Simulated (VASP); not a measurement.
# Al2B2N (P-3m1) in VASP: a series of runs

The runs below take Al2B2N through single point, with PBE.

Program: VASP 6.6.1. These are calculated values, not measurements. Logs are shortened: lines on timing, memory, paths and dates and some standing lists are left out, and cuts for length are marked.

**1. The cell of the first run**

The structure is trigonal, space group P-3m1 (No. 164). Conventional cell: a = 2.981 Å, b = 2.981 Å, c = 5.905 Å, α = 90.00°, β = 90.00°, γ = 120.00°. Within 2.7 Å of Al (site symmetry 3m) lie 4 B at 2.02 to 2.33 Å and 3 N at 2.07 Å. Within 2.4 Å of B (site symmetry 3m) lie 3 B at 1.78 Å and 4 Al at 2.02 to 2.33 Å. Within 2.7 Å of N (site symmetry -3m) lie 6 Al at 2.07 Å.

The cell was built from a structure type or drawn by symmetry, and may not be a known phase.

**2. Single point, PBE, collinear spin, ferromagnetic start**

INCAR

```
  ALGO = Normal
  EDIFF = 1E-6
  ENCUT = 600
  GGA = PE
  GGA_COMPAT = False
  ISIF = 2
  ISMEAR = 0
  ISPIN = 2
  LASPH = True
  LCHARG = False
  LORBIT = 11
  LREAL = False
  LWAVE = False
  MAGMOM = 0 0 0 0 1
  NBANDS = 20
  NELM = 200
  PREC = Accurate
  SIGMA = 0.1
```

KPOINTS

```
k-points
0
Gamma
  6 6 4
```

POSCAR

```
Al2B2N
1.0
    2.9805103739      0.0000000000      0.0000000000
   -1.4902551869      2.5811977000      0.0000000000
    0.0000000000      0.0000000000      5.9054802726
Al B N
2 2 1
Direct
    0.3333333333      0.6666666667      0.8043659964
    0.6666666667      0.3333333333      0.1956340036
    0.3333333333      0.6666666667      0.4621872875
    0.6666666667      0.3333333333      0.5378127125
    0.0000000000      0.0000000000      0.0000000000
```

Potentials or basis: VASP PAW PBE potentials, release 64 (Al, B, N).

Launch:

```
> cat potpaw_PBE.64/Al/POTCAR potpaw_PBE.64/B/POTCAR potpaw_PBE.64/N/POTCAR > POTCAR
> mpirun -np 1 vasp_std > vasp.out
```

OUTCAR:

```text
EDIFF = 1E-6
   ENCUT = 600
   GGA = PE
   ISIF = 2
   ISMEAR = 0
   ISPIN = 2
   LASPH = True
   LORBIT = 11
   LREAL = False
   NELM = 200
   PREC = Accurate

 ion  position               nearest neighbor table
   1  0.333  0.667  0.804-   3 2.02   5 2.07   5 2.07   5 2.07   4 2.33   4 2.33   4 2.33   2 2.88
                             2 2.88   2 2.88
   2  0.667  0.333  0.196-   4 2.02   5 2.07   5 2.07   5 2.07   3 2.33   3 2.33   3 2.33   1 2.88
                             1 2.88   1 2.88
   3  0.333  0.667  0.462-   4 1.78   4 1.78   4 1.78   1 2.02   2 2.33   2 2.33   2 2.33
   4  0.667  0.333  0.538-   3 1.78   3 1.78   3 1.78   2 2.02   1 2.33   1 2.33   1 2.33
   5  0.000  0.000  0.000-   1 2.07   2 2.07   1 2.07   2 2.07   2 2.07   1 2.07

  LATTYP: Found a hexagonal cell.
 ALAT       =     2.9805103739
 C/A-ratio  =     1.9813654481

  Lattice vectors:

 A1 = (   2.9805103739,   0.0000000000,   0.0000000000)
 A2 = (  -1.4902551869,   2.5811977000,   0.0000000000)
 A3 = (   0.0000000000,   0.0000000000,   5.9054802726)

Analysis of symmetry for initial positions (statically):
=====================================================================
 Subroutine PRICEL returns:
 Original cell was already a primitive cell.

 Routine SETGRP: Setting up the symmetry group for a
 hexagonal supercell.

 Subroutine GETGRP returns: Found 12 space group operations
 (whereof 12 operations were pure point group operations)
 out of a pool of 24 trial point group operations.

The static configuration has the point symmetry D_3d.

Analysis of symmetry for dynamics (positions and initial velocities):
=====================================================================
 Subroutine PRICEL returns:
 Original cell was already a primitive cell.

 Routine SETGRP: Setting up the symmetry group for a
 hexagonal supercell.

 Subroutine GETGRP returns: Found 12 space group operations
 (whereof 12 operations were pure point group operations)
 out of a pool of 24 trial point group operations.

The dynamic configuration has the point symmetry D_3d.

Analysis of structural, dynamic, and magnetic symmetry:
=====================================================================
 Subroutine PRICEL returns:
 Original cell was already a primitive cell.

 Routine SETGRP: Setting up the symmetry group for a
 hexagonal supercell.

 Subroutine GETGRP returns: Found 12 space group operations
 (whereof 12 operations were pure point group operations)
 out of a pool of 24 trial point group operations.

The overall configuration has the point symmetry D_3d.

 Subroutine INISYM returns: Found 12 space group operations
 (whereof 12 operations are pure point group operations),
 and found     1 'primitive' translations

----------------------------------------------------------------------------------------

                                     Primitive cell

  volume of cell :      45.4326

  direct lattice vectors                    reciprocal lattice vectors
     2.980510374  0.000000000  0.000000000     0.335513008  0.193708525  0.000000000
    -1.490255187  2.581197700  0.000000000     0.000000000  0.387417051  0.000000000
     0.000000000  0.000000000  5.905480273     0.000000000  0.000000000  0.169334238

  length of vectors
     2.980510374  2.980510374  5.905480273     0.387417051  0.387417051  0.169334238

  position of ions in fractional coordinates (direct lattice)
     0.333333333  0.666666667  0.804365996
     0.666666667  0.333333333  0.195634004
     0.333333333  0.666666667  0.462187288
     0.666666667  0.333333333  0.537812712
     0.000000000  0.000000000  0.000000000

  ion indices of the primitive-cell ions
   primitive index   ion index
                 1           1
                 2           2
                 3           3
                 4           4
                 5           5

----------------------------------------------------------------------------------------

 KPOINTS: k-points

Automatic generation of k-mesh.
[... 24 lines left out ...]
  0.166667  0.000000  0.000000      6.000000
  0.333333  0.000000  0.000000      6.000000
  0.500000  0.000000  0.000000      3.000000
  0.166667  0.166667  0.000000      6.000000
  0.333333  0.166667  0.000000     12.000000
[... 16 lines left out ...]
  0.333333  0.166667  0.500000     12.000000
  0.333333  0.333333  0.500000      2.000000
   k-points           NKPTS =     24   k-points in BZ     NKDIM =     24   number of bands    NBANDS=     20
   number of dos      NEDOS =    301   number of ions     NIONS =      5
   total plane-waves  NPLWV =  27648
   dimension x,y,z NGX =    24 NGY =   24 NGZ =   48
   dimension x,y,z NGXF=    48 NGYF=   48 NGZF=   96
   ions per type =               2   2   1
   NGX,Y,Z   is equivalent  to a cutoff of  13.39, 13.39, 13.51 a.u.
   NGXF,Y,Z  is equivalent  to a cutoff of  26.77, 26.77, 27.03 a.u.
 SYSTEM =  unknown system
   PREC   = accura    normal or accurate (medium, high low for compatibility)
   ISTART =      0    job   : 0-new  1-cont  2-samecut
   ICHARG =      2    charge: 1-file 2-atom 10-const
   ISPIN  =      2    spin polarized calculation?
   LNONCOLLINEAR =      F non collinear calculations
   LSORBIT =      F    spin-orbit coupling
   LASPH  =      T    aspherical Exc in radial PAW
   ENCUT  =  600.0 eV  44.10 Ry    6.64 a.u.   5.95  5.95 11.79*2*pi/ulx,y,z
   NELM   =    200;   NELMIN=  2; NELMDL= -5     # of ELM steps
   EDIFF  = 0.1E-05   stopping-criterion for ELM
   LREAL  =      F    real-space projection
   EDIFFG = 0.1E-04   stopping-criterion for IOM
   NSW    =      0    number of steps for IOM
   IBRION =     -1    ionic relax: 0-MD 1-quasi-New 2-CG
   NFREE  =      0    steps in history (QN), initial steepest desc. (CG)
   ISIF   =      2    stress and relaxation
   ISYM   =      2    0-nonsym 1-usesym 2-fastsym
   POTIM  = 0.5000    time-step for ionic-motion
   TEBEG  =    0.0;   TEEND  =   0.0 temperature during run
   PSTRESS=    0.0 pullay stress
   NELECT =      17.0000    total number of electrons
   NUPDOWN=      -1.0000    fix difference up-down
   EMIN   =  10.00;   EMAX   =-10.00  energy-range for DOS
   EFERMI =   0.00;   METHOD = LEGACY
   ISMEAR =     0;   SIGMA  =   0.10  broadening in eV -4-tet -1-fermi 0-gaus
   EFERMI_NEDOS =   21; number of points for ismear=-14 and -15
   IALGO  =     38    algorithm
   IMIX   =      4    mixing-type and parameters
     AMIX     =   0.40;   BMIX     =  1.00
     AMIX_MAG =   1.60;   BMIX_MAG =  1.00
  volume/ion in A,a.u.               =       9.09        61.32
  Fermi-wavevector in a.u.,A,eV,Ry     =   1.179692  2.229295 18.934875  1.391674
  Thomas-Fermi vector in A             =   2.315999
   LORBIT       =     11    0 simple, 1 ext, 2 COOP (PROOUT), +10 PAW based schemes
   GGA     = PE    functional components
   LHFCALC =     F    Hartree Fock is set to
   AEXX    =    0.0000 exact exchange contribution
   IVDW    =     0    specifies the selected vdW correction
   LEPSILON=     F    determine dielectric tensor
   LRPA    =     F    only Hartree local field effects (RPA)
 spin polarized calculation
 Gauss-broadening in eV      SIGMA  =   0.10
  energy-cutoff  :      600.00
  volume of cell :       45.43
 maximum number of plane-waves:      1536
   NGX = 11   NGY = 11   NGZ = 23

 number of electron      17.0000001 magnetization       0.0004388

 number of electron      17.0000001 magnetization      -0.0000594

 Free energy of the ion-electron system (eV)
  ---------------------------------------------------
  ext. energy  EPLUGINS =         0.00000000
  ---------------------------------------------------
  free energy    TOTEN  =       -31.07087940 eV

  energy without entropy =      -31.06905678  energy(sigma->0) =      -31.06996809

 E-fermi :   9.3406     XC(G=0): -11.5889

 val. band max:        9.2770264356   @ k =   0.3333   0.0000   0.5000
 cond. band min:       9.4897791446   @ k =   0.3333   0.0000   0.0000
 fundamental gap:      0.2127527090
 Fermi energy:         9.3406436586

 spin component 1

 k-point     1 :       0.0000    0.0000    0.0000
  band No.  band energies     occupation
      1      -8.9105      1.00000
      2      -3.4183      1.00000
      3      -0.8591      1.00000
      4       5.6278      1.00000
      5       5.9479      1.00000
      6       5.9479      1.00000
[... 528 lines left out ...]
      6       2.4785      1.00000
[... 12 lines left out ...]
     19      22.7557      0.00000
     20      22.7637      0.00000
 Fermi energy:         9.3406436586

 spin component 2

 k-point     1 :       0.0000    0.0000    0.0000
  band No.  band energies     occupation
      1      -8.9105      1.00000
      2      -3.4183      1.00000
      3      -0.8591      1.00000
      4       5.6278      1.00000
      5       5.9479      1.00000
      6       5.9479      1.00000
[... 541 lines left out ...]
     19      22.7557      0.00000
     20      22.7564      0.00000

------------------------ aborting loop because EDIFF is reached ----------------------------------------

  FORCE on cell =-STRESS in cart. coord.  units (eV):
  Direction    XX          YY          ZZ          XY          YZ          ZX
  --------------------------------------------------------------------------------------
  -------------------------------------------------------------------------------------
  Total       -0.1430859     -0.1430859     -0.0249278     -0.0000000      0.0000000      0.0000000
  in kB       -5.0459183     -5.0459183     -0.8790776     -0.0000000      0.0000000      0.0000000
  external PRESSURE =      -3.6569714 kB  Pullay stress =       0.0000000 kB

 VOLUME and BASIS-vectors are now :
 -----------------------------------------------------------------------------
  energy-cutoff  :      600.00
  volume of cell :       45.43
      direct lattice vectors                 reciprocal lattice vectors
     2.980510374  0.000000000  0.000000000     0.335513008  0.193708525  0.000000000
    -1.490255187  2.581197700  0.000000000     0.000000000  0.387417051  0.000000000
     0.000000000  0.000000000  5.905480273     0.000000000  0.000000000  0.169334238

 POSITION                                       TOTAL-FORCE (eV/Angst)
 -----------------------------------------------------------------------------------
     -0.00000      1.72080      4.75017        -0.000000      0.000000      0.023190
      1.49026      0.86040      1.15531        -0.000000     -0.000000     -0.023190
     -0.00000      1.72080      2.72944         0.000000     -0.000000     -0.005108
      1.49026      0.86040      3.17604         0.000000      0.000000      0.005108
      0.00000      0.00000      0.00000        -0.000000      0.000000      0.000000
 -----------------------------------------------------------------------------------
    total drift:                               -0.000000     -0.000000      0.000000

  FREE ENERGIE OF THE ION-ELECTRON SYSTEM (eV)
  ---------------------------------------------------
  free  energy   TOTEN  =       -31.0708794019 eV

  energy  without entropy=      -31.0690567753  energy(sigma->0) =      -31.06996809

 total charge

# of ion       s       p       d       tot
------------------------------------------
    1        0.338   0.400   0.000   0.739
    2        0.338   0.400   0.000   0.739
    3        0.685   1.320   0.000   2.005
    4        0.685   1.320   0.000   2.005
    5        1.225   2.546   0.000   3.771
--------------------------------------------------
tot          3.271   5.986   0.000   9.257

 magnetization (x)

# of ion       s       p       d       tot
------------------------------------------
    1       -0.000  -0.000   0.000  -0.000
    2       -0.000  -0.000   0.000  -0.000
    3       -0.000  -0.000   0.000  -0.000
    4       -0.000  -0.000   0.000  -0.000
    5        0.000   0.000   0.000   0.000
--------------------------------------------------
tot         -0.000   0.000   0.000   0.000
```

It took 20 s on 1 thread of Intel Xeon Platinum 8559C (Emerald Rapids), shared host; peak memory 0.2 GiB.

Results:

| Property | Result |
| --- | --- |
| Free energy | -31.0709 eV |
| Pressure | -0.4 GPa |
| Largest force | 0.023 eV/Å |
| Net moment | 0.00 μB per cell |
| Valence electrons inside the program's atomic spheres | Al 0.74; B 2.00; N 3.77 |

Forces in eV/Å, atoms in the order of the input:
```
Al   0.000  0.000  0.023
Al   0.000  0.000 -0.023
B    0.000  0.000 -0.005
B    0.000  0.000  0.005
N    0.000  0.000  0.000
```

Levels at points of the mesh, in eV from the Fermi level:
Spin up:
| k point | band 5 | band 6 | band 7 | band 8 | band 9 | band 10 | band 11 | band 12 |
| --- | --- | --- | --- | --- | --- | --- | --- | --- |
| (0.00, 0.00, 0.00) | -3.39 | -3.39 | -0.39 | 0.55 | 0.55 | 4.01 | 6.69 | 6.98 |
| (0.50, 0.00, 0.00) | -6.43 | -4.74 | -4.70 | -1.97 | -0.49 | 2.25 | 4.19 | 5.65 |
| (0.00, 0.00, 0.50) | -3.39 | -3.39 | 0.57 | 0.57 | 2.40 | 2.94 | 6.62 | 6.62 |
| (0.50, 0.00, 0.50) | -5.12 | -4.69 | -3.09 | -2.40 | -2.11 | 1.89 | 3.44 | 4.78 |
Spin down:
```
           k point  band 4  band 5  band 6  band 7  band 8  band 9  band 10  band 11  band 12  band 13
(0.00, 0.00, 0.00)   -3.71   -3.39   -3.39   -0.39    0.55    0.55     4.01     6.69     6.98     6.98
(0.50, 0.00, 0.00)   -8.01   -6.43   -4.74   -4.70   -1.97   -0.49     2.25     4.19     5.65     6.26
(0.00, 0.00, 0.50)   -7.19   -3.39   -3.39    0.57    0.57    2.40     2.94     6.62     6.62     6.81
(0.50, 0.00, 0.50)   -8.58   -5.12   -4.69   -3.09   -2.40   -2.11     1.89     3.44     4.78     7.51
```

Caveat: the k points lie up to 0.41 Å⁻¹ apart.

**3. Single point, PBE, collinear spin, ferromagnetic start**

This run uses another cell than the first one, of 12.58 Å³/atom.

INCAR

```
ALGO     = Normal         # electronic algorithm
EDIFF    = 1E-6           # SCF threshold, eV
ENCUT    = 600            # plane-wave cutoff, eV
GGA      = PE             # functional
GGA_COMPAT= False        
ISIF     = 2              # what is computed and relaxed
ISMEAR   = 0              # smearing method
ISPIN    = 2              # spin polarisation
LASPH    = True           # aspherical terms in the spheres
LCHARG   = False          # write CHGCAR
LORBIT   = 11             # projections on sites
LREAL    = False          # projectors in reciprocal space
LWAVE    = False          # write WAVECAR
MAGMOM   = 0 0 0 0 1      # initial moments
NBANDS   = 20             # bands
NELM     = 200            # most SCF steps
PREC     = Accurate       # precision mode
SIGMA    = 0.1            # smearing width, eV
```

KPOINTS is that of step 2.

POSCAR

```
Al2B2N
1.0
    3.5202780300      0.0000000000      0.0000000000
   -1.7601390100      3.0486502000      0.0000000000
    0.0000000000      0.0000000000      5.8614409900
Al B N
2 2 1
Direct
    0.3333333300      0.6666666700      0.6194559900
    0.6666666700      0.3333333300      0.3805440100
    0.3333333300      0.6666666700      0.2381086100
    0.6666666700      0.3333333300      0.7618913900
    0.0000000000      0.0000000000      0.0000000000
```

Potentials or basis: VASP PAW PBE potentials, release 64 (Al, B, N).

Launch:

```
> cat potpaw_PBE.64/Al/POTCAR potpaw_PBE.64/B/POTCAR potpaw_PBE.64/N/POTCAR > POTCAR
> mpirun -np 1 vasp_std > vasp.out
```

Wall time 35 s (1 thread of Intel Xeon Platinum 8559C (Emerald Rapids), shared host); peak memory 0.24 GiB.

The run converged. Its results:

```yaml
Free_energy: -21.4807 eV
Pressure: -4.5 GPa
Largest_force: 2.537 eV/Å
Net_moment: 0.00 μB per cell
Valence_electrons_inside_the_program's_atomic_spheres: Al 0.85; B 1.61; N 3.29
```

Forces in eV/Å, atoms in the order of the input:
```
Al   0.000  0.000  2.537
Al   0.000  0.000 -2.537
B    0.000  0.000 -0.410
B    0.000  0.000  0.410
N    0.000  0.000  0.000
```

Stress tensor (GPa, compression positive):
```
 -0.31   0.00   0.00
  0.00  -0.31   0.00
  0.00   0.00 -13.03
```

Levels at points of the mesh, in eV from the Fermi level:
Spin up:
| k point | band 5 | band 6 | band 7 | band 8 | band 9 | band 10 | band 11 | band 12 | band 13 | band 14 |
| --- | --- | --- | --- | --- | --- | --- | --- | --- | --- | --- |
| (0.00, 0.00, 0.00) | -1.10 | -1.10 | -1.01 | 0.07 | 0.07 | 1.97 | 1.97 | 3.40 | 5.80 | 6.33 |
| (0.50, 0.00, 0.00) | -4.46 | -4.14 | -2.72 | 0.28 | 0.57 | 0.57 | 0.60 | 2.39 | 3.15 | 6.47 |
| (0.00, 0.00, 0.50) | -1.14 | -1.14 | 0.51 | 0.62 | 0.62 | 1.18 | 1.18 | 2.09 | 5.98 | 5.98 |
| (0.50, 0.00, 0.50) | -2.89 | -2.38 | -2.24 | -1.42 | -0.51 | -0.03 | 2.24 | 2.78 | 3.63 | 5.09 |
Spin down:
| k point | band 5 | band 6 | band 7 | band 8 | band 9 | band 10 | band 11 | band 12 | band 13 | band 14 |
| --- | --- | --- | --- | --- | --- | --- | --- | --- | --- | --- |
| (0.00, 0.00, 0.00) | -1.10 | -1.10 | -1.01 | 0.07 | 0.07 | 1.97 | 1.97 | 3.40 | 5.80 | 6.33 |
| (0.50, 0.00, 0.00) | -4.46 | -4.14 | -2.72 | 0.28 | 0.57 | 0.57 | 0.60 | 2.39 | 3.15 | 6.47 |
| (0.00, 0.00, 0.50) | -1.14 | -1.14 | 0.51 | 0.62 | 0.62 | 1.18 | 1.18 | 2.09 | 5.98 | 5.98 |
| (0.50, 0.00, 0.50) | -2.89 | -2.38 | -2.24 | -1.42 | -0.51 | -0.03 | 2.24 | 2.78 | 3.63 | 5.09 |

Caveat: the cell stands under tension; forces of over 1 eV/Å act on the atoms, so gaps and moduli don't describe the material at rest.
